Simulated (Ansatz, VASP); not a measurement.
**GaN: VASP beside Ansatz**

The input INCAR:

```
SYSTEM = GaN
ALGO = Normal ; EDIFF = 1E-7
ENCUT = 520 ; GGA = PE
ISIF = 2 ; ISMEAR = -1
LASPH = .True. ; LCHARG = .True.
LELF = .True. ; LREAL = .False.
LVHAR = .True. ; LWAVE = .False.
NBANDS = 16 ; NELM = 60
PREC = Accurate ; SIGMA = 0.02
```

File KPOINTS:

```
k-points
0
Gamma
  10 10 10
  0 0 0
```

File POSCAR:

```
GaN
1.0
    0.0000000000      2.1905366168      2.1905366168
    2.1905366168      0.0000000000      2.1905366168
    2.1905366168      2.1905366168      0.0000000000
Ga N
1 1
Direct
    0.5000000000      0.5000000000      0.5000000000
    0.0000000000      0.0000000000      0.0000000000
```

Input for Ansatz:

```yaml
crystal:
  lattice:
    - [0.0, 2.1905366168, 2.1905366168]
    - [2.1905366168, 0.0, 2.1905366168]
    - [2.1905366168, 2.1905366168, 0.0]
  atoms:
    - { symbol: Ga, position: [0.5, 0.5, 0.5] }
    - { symbol: "N", position: [0.0, 0.0, 0.0] }
kpoints:
  mp_grid: { grid: [10, 10, 10] }
  band_path:
    path:
      - [0.0, 0.0, 0.0]
      - [0.5, 0.0, 0.5]
      - [0.625, 0.25, 0.625]
      - [0.375, 0.375, 0.75]
      - [0.5, 0.5, 0.5]
      - [0.5, 0.25, 0.75]
      - [0.0, 0.171875, -0.174479]
      - [0.0, 0.5, 0.5]
    npoints: 1
hamiltonian:
  xc: pbe
scf:
  occupations: { method: fermi_dirac, width: 0.02 }
  n_extra_bands: 4
output:
  forces: true
  stress: true
  eigenvalues: true
```

Change from the starting cell: hydrostatic strain +3.9%.

Alike in both runs: task single point; functional PBE; k mesh 10 × 10 × 10; occupations fermi-dirac, width 0.02 eV; no spin polarisation.

```csv
,VASP,Ansatz
version,VASP 6.6.1,Ansatz 0.2.0
potentials or method,"VASP PAW PBE potentials, release 64 (Ga_d, N)","plane waves, PAW"
plane-wave cutoff (eV),520,420
valence electrons in the cell,18,18
```

```tsv
	VASP	Ansatz	Ansatz less VASP
pressure (GPa)	-12.8	-13.4	-0.60
```

With one functional, cell and mesh, what is left measures potentials, basis and numerics.
